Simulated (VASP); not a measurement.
# Si2C (F-43m) in VASP: relaxation of cell and atoms with PBE

Aim: the relaxation of cell and atoms of Si2C with PBE.

Program: VASP 6.6.1. These are calculated values, not measurements. Logs are shortened: lines on timing, memory, paths and dates and some standing lists are left out, and cuts for length are marked.

### 1 The cell of the first run

Symmetry: F-43m, No. 216, cubic system. Conventional cell: a = 7.529 Å, b = 7.529 Å, c = 7.529 Å, α = 90.00°, β = 90.00°, γ = 90.00°. Si (site symmetry 3m) has 1 C at 1.83 Å and 3 Si at 2.33 Å within 2.4 Å. C (site symmetry -43m) has 12 Si at 3.16 Å and 4 C at 3.26 Å within 4.2 Å. C (site symmetry -43m) has 4 Si at 1.83 Å within 2.4 Å.

The cell was generated, and may not be a known phase.

### 2 Relaxation of cell and atoms, PBE, collinear spin

Contents of INCAR:

```
SYSTEM = Si2C
PREC = Accurate
ENCUT = 600
EDIFF = 1E-7
ISMEAR = 0
SIGMA = 0.1
LREAL = .FALSE.
LASPH = .TRUE.
NELM = 150
ALGO = Normal
ISIF = 3
LWAVE = .FALSE.
LCHARG = .FALSE.
ISPIN = 2
MAGMOM = 0 0 0 0 0.87 0
LORBIT = 11
GGA = PE
IBRION = 2
NSW = 100
EDIFFG = -0.01
```

Contents of KPOINTS:

```
regular mesh
0
G
  10 10 10
  0 0 0
```

Contents of POSCAR:

```
Si2C
1.0
    0.0000000000      3.7644928834      3.7644928834
    3.7644928834      0.0000000000      3.7644928834
    3.7644928834      3.7644928834      0.0000000000
Si C
4 2
Direct
    0.6093392152      0.1719823545      0.6093392152
    0.6093392152      0.6093392152      0.6093392152
    0.1719823545      0.6093392152      0.6093392152
    0.6093392152      0.6093392152      0.1719823545
    0.0000000000      0.0000000000      0.0000000000
    0.7500000000      0.7500000000      0.7500000000
```

Potentials or basis: VASP PAW PBE potentials, release 64 (Si, C).

Run with:

```sh
$ cat potpaw_PBE.64/Si/POTCAR potpaw_PBE.64/C/POTCAR > POTCAR
$ mpirun -np 1 vasp_std > vasp.out
```

OUTCAR:

```text
SYSTEM = Si2C
   PREC = Accurate
   ENCUT = 600
   EDIFF = 1E-7
   ISMEAR = 0
   LREAL = .FALSE.
   LASPH = .TRUE.
   NELM = 150
   ISIF = 3
   ISPIN = 2
   LORBIT = 11
   GGA = PE
   IBRION = 2
   NSW = 100
   EDIFFG = -0.01

 ion  position               nearest neighbor table
   1  0.609  0.172  0.609-   6 1.83   3 2.33   4 2.33   2 2.33   3 3.00   4 3.00   2 3.00
   2  0.609  0.609  0.609-   6 1.83   3 2.33   4 2.33   1 2.33   1 3.00   4 3.00   3 3.00
   3  0.172  0.609  0.609-   6 1.83   2 2.33   4 2.33   1 2.33   1 3.00   4 3.00   2 3.00
   4  0.609  0.609  0.172-   6 1.83   2 2.33   3 2.33   1 2.33   3 3.00   1 3.00   2 3.00
   5  0.000  0.000  0.000-
   6  0.750  0.750  0.750-   2 1.83   1 1.83   3 1.83   4 1.83

  LATTYP: Found a face centered cubic cell.
 ALAT       =     7.5289857668

  Lattice vectors:

 A1 = (   0.0000000000,   3.7644928834,   3.7644928834)
 A2 = (   3.7644928834,   0.0000000000,   3.7644928834)
 A3 = (   3.7644928834,   3.7644928834,   0.0000000000)

Analysis of symmetry for initial positions (statically):
=====================================================================
 Subroutine PRICEL returns:
 Original cell was already a primitive cell.

 Routine SETGRP: Setting up the symmetry group for a
 face centered cubic supercell.

 Subroutine GETGRP returns: Found 24 space group operations
 (whereof 24 operations were pure point group operations)
 out of a pool of 48 trial point group operations.

The static configuration has the point symmetry T_d .

Analysis of symmetry for dynamics (positions and initial velocities):
=====================================================================
 Subroutine PRICEL returns:
 Original cell was already a primitive cell.

 Routine SETGRP: Setting up the symmetry group for a
 face centered cubic supercell.

 Subroutine GETGRP returns: Found 24 space group operations
 (whereof 24 operations were pure point group operations)
 out of a pool of 48 trial point group operations.

The dynamic configuration has the point symmetry T_d .

Analysis of structural, dynamic, and magnetic symmetry:
=====================================================================
 Subroutine PRICEL returns:
 Original cell was already a primitive cell.

 Routine SETGRP: Setting up the symmetry group for a
 face centered cubic supercell.

 Subroutine GETGRP returns: Found 24 space group operations
 (whereof 24 operations were pure point group operations)
 out of a pool of 48 trial point group operations.

The overall configuration has the point symmetry T_d .

 Subroutine INISYM returns: Found 24 space group operations
 (whereof 24 operations are pure point group operations),
[... 128 lines left out ...]
   LORBIT       =     11    0 simple, 1 ext, 2 COOP (PROOUT), +10 PAW based schemes
   GGA     = PE    functional components
   LHFCALC =     F    Hartree Fock is set to
   AEXX    =    0.0000 exact exchange contribution
   IVDW    =     0    specifies the selected vdW correction
   LEPSILON=     F    determine dielectric tensor
   LRPA    =     F    only Hartree local field effects (RPA)
 conjugate gradient relaxation of ions
 spin polarized calculation
 Gauss-broadening in eV      SIGMA  =   0.10
  energy-cutoff  :      600.00
  volume of cell :      106.70
 maximum number of plane-waves:      3587
 NGX is ok and might be reduce to    48
   NGX = 21   NGY = 21   NGZ = 21

--------------------------------------- Ionic step        1  -------------------------------------------

 number of electron      23.9999999 magnetization       0.2004795

 Free energy of the ion-electron system (eV)
  ---------------------------------------------------
  ext. energy  EPLUGINS =         0.00000000
  ---------------------------------------------------
  free energy    TOTEN  =       -30.04601482 eV

  energy without entropy =      -30.03711196  energy(sigma->0) =      -30.04156339

------------------------ aborting loop because EDIFF is reached ----------------------------------------

  FORCE on cell =-STRESS in cart. coord.  units (eV):
  Direction    XX          YY          ZZ          XY          YZ          ZX
  --------------------------------------------------------------------------------------
  -------------------------------------------------------------------------------------
  Total       -0.3138486     -0.3138486     -0.3138486      0.0000000      0.0000000      0.0000000
  in kB       -4.7128250     -4.7128250     -4.7128250      0.0000000      0.0000000      0.0000000
  external PRESSURE =      -4.7128250 kB  Pullay stress =       0.0000000 kB
[... 147 lines left out ...]
--------------------------------------- Ionic step        5  -------------------------------------------

 number of electron      23.9999999 magnetization       0.1969614

 Free energy of the ion-electron system (eV)
  ---------------------------------------------------
  ext. energy  EPLUGINS =         0.00000000
  ---------------------------------------------------
  free energy    TOTEN  =       -30.04774712 eV

  energy without entropy =      -30.03878996  energy(sigma->0) =      -30.04326854

 E-fermi :   5.2563     XC(G=0):  -9.2904

 val. band max:        5.2517952111   @ k =   0.2000   0.2000   0.0000
 cond. band min:       5.2610996141   @ k =  -0.4000   0.4000   0.0000
 fundamental gap:      0.0093044031
 Fermi energy:         5.2563458344

 spin component 1

 k-point     1 :       0.0000    0.0000    0.0000
  band No.  band energies     occupation
      1     -10.1491      1.00000
      2      -6.0165      1.00000
      3      -3.2006      1.00000
      4      -2.5639      1.00000
      5      -2.5639      1.00000
      6      -2.5639      1.00000
[... 435 lines left out ...]
      5      -2.9901      1.00000
      6      -1.5208      1.00000
[... 8 lines left out ...]
     15       6.6373      0.00000
     16       7.4599      0.00000

 [... further k-points ...]

 spin component 2

 k-point     1 :       0.0000    0.0000    0.0000
  band No.  band energies     occupation
      1     -10.1605      1.00000
      2      -6.0236      1.00000
      3      -2.7868      1.00000
      4      -2.5900      1.00000
      5      -2.5900      1.00000
      6      -2.5900      1.00000
[... 480 lines left out ...]
  FREE ENERGIE OF THE ION-ELECTRON SYSTEM (eV)
  ---------------------------------------------------
  free  energy   TOTEN  =       -30.0477471162 eV

  energy  without entropy=      -30.0387899600  energy(sigma->0) =      -30.04326854

 reached required accuracy - stopping structural energy minimisation

 total charge

# of ion       s       p       d       tot
------------------------------------------
    1        0.765   0.867   0.000   1.632
    2        0.765   0.867   0.000   1.632
    3        0.765   0.867   0.000   1.632
    4        0.765   0.867   0.000   1.632
    5        1.018   0.993   0.000   2.011
    6        0.888   1.682   0.000   2.569
--------------------------------------------------
tot          4.965   6.144   0.000  11.109

 magnetization (x)

# of ion       s       p       d       tot
------------------------------------------
    1       -0.001  -0.013   0.000  -0.013
    2       -0.001  -0.013   0.000  -0.013
    3       -0.001  -0.013   0.000  -0.013
    4       -0.001  -0.013   0.000  -0.013
    5        0.005   0.167   0.000   0.172
    6       -0.005   0.003   0.000  -0.002
--------------------------------------------------
tot         -0.003   0.120   0.000   0.117
```

OSZICAR:

```text
N       E                     dE             d eps       ncg     rms          rms(c)
DAV:   1     0.799435072865E+02    0.79944E+02   -0.10695E+04  3008   0.138E+03
DAV:   2    -0.253509807874E+02   -0.10529E+03   -0.10400E+03  4000   0.203E+02
[... 63 lines left out ...]
DAV:   2    -0.300477519102E+02    0.92482E-05   -0.34128E-05  4064   0.351E-02    0.114E-02
DAV:   3    -0.300477489154E+02    0.29948E-05   -0.17568E-05  4240   0.160E-02    0.703E-03
DAV:   4    -0.300477476519E+02    0.12635E-05   -0.96477E-06  4000   0.958E-03    0.212E-03
DAV:   5    -0.300477473779E+02    0.27400E-06   -0.72380E-07  3496   0.383E-03    0.150E-03
DAV:   6    -0.300477471810E+02    0.19688E-06   -0.24386E-07  2008   0.218E-03    0.871E-04
DAV:   7    -0.300477471162E+02    0.64774E-07   -0.94539E-08  1824   0.139E-03
   5 F= -.30047747E+02 E0= -.30043269E+02  d E =-.148745E-03  mag=     0.1970
```

CONTCAR:

```text
Si2C
   1.00000000000000
     0.0000000000000000    3.7570793552728077    3.7570793552728077
     3.7570793552728077    0.0000000000000000    3.7570793552728077
     3.7570793552728077    3.7570793552728077    0.0000000000000000
  Si              C
     4     2
Direct
     0.6091233611633645    0.1726299166099151    0.6091233611633645
     0.6091233611633645    0.6091233611633645    0.6091233611633645
     0.1726299166099151    0.6091233611633645    0.6091233611633645
     0.6091233611633645    0.6091233611633645    0.1726299166099151
     0.0000000000000000    0.0000000000000000    0.0000000000000000
     0.7500000000000000    0.7500000000000000    0.7500000000000000

  0.00000000E+00  0.00000000E+00  0.00000000E+00
  0.00000000E+00  0.00000000E+00  0.00000000E+00
  0.00000000E+00  0.00000000E+00  0.00000000E+00
  0.00000000E+00  0.00000000E+00  0.00000000E+00
  0.00000000E+00  0.00000000E+00  0.00000000E+00
  0.00000000E+00  0.00000000E+00  0.00000000E+00
```

Run time: 25 min. Hardware: 1 thread of Oxide Virtual Turin-like, shared host; peak memory 0.44 GiB.

What came out:

```
Free energy                                           : -30.0477 eV
Relaxed volume                                        : 17.68 Å³/atom
Relaxed cell                                          : a = 5.313 Å, b = 5.313 Å, c = 5.313 Å, α = 60.00°, β = 60.00°, γ = 60.00°
Space group after relaxing (to 0.1 Å)                 : F-43m (No. 216)
Energy gained by relaxing                             : 0.3 meV/atom
Ionic steps                                           : 5
Pressure after relaxing                               : 0.0 GPa
Net moment                                            : 0.20 μB per cell
Site moments                                          : Si -0.01; C +0.17, -0.00 μB
Valence electrons inside the program's atomic spheres : Si 1.63; C 2.01, 2.57
```

The path:
```tsv
step	energy change (eV)	largest force (eV/Å)	pressure (GPa)	volume (Å³)
1	0.0000	0.1404	-0.47	106.70
2	-0.0001	0.2019	0.16	105.89
3	-0.0016	0.0306	-0.16	106.29
4	-0.0017	0.0110	0.07	105.98
5	-0.0017	0.0006	0.00	106.07
```

Final structure:
```yaml
crystal:
  lattice:
    - [0.00000, 3.75708, 3.75708]
    - [3.75708, 0.00000, 3.75708]
    - [3.75708, 3.75708, 0.00000]
  atoms:
    - { symbol: Si, position: [0.60912, 0.17263, 0.60912] }
    - { symbol: Si, position: [0.60912, 0.60912, 0.60912] }
    - { symbol: Si, position: [0.17263, 0.60912, 0.60912] }
    - { symbol: Si, position: [0.60912, 0.60912, 0.17263] }
    - { symbol: C, position: [0.00000, 0.00000, 0.00000] }
    - { symbol: C, position: [0.75000, 0.75000, 0.75000] }
```
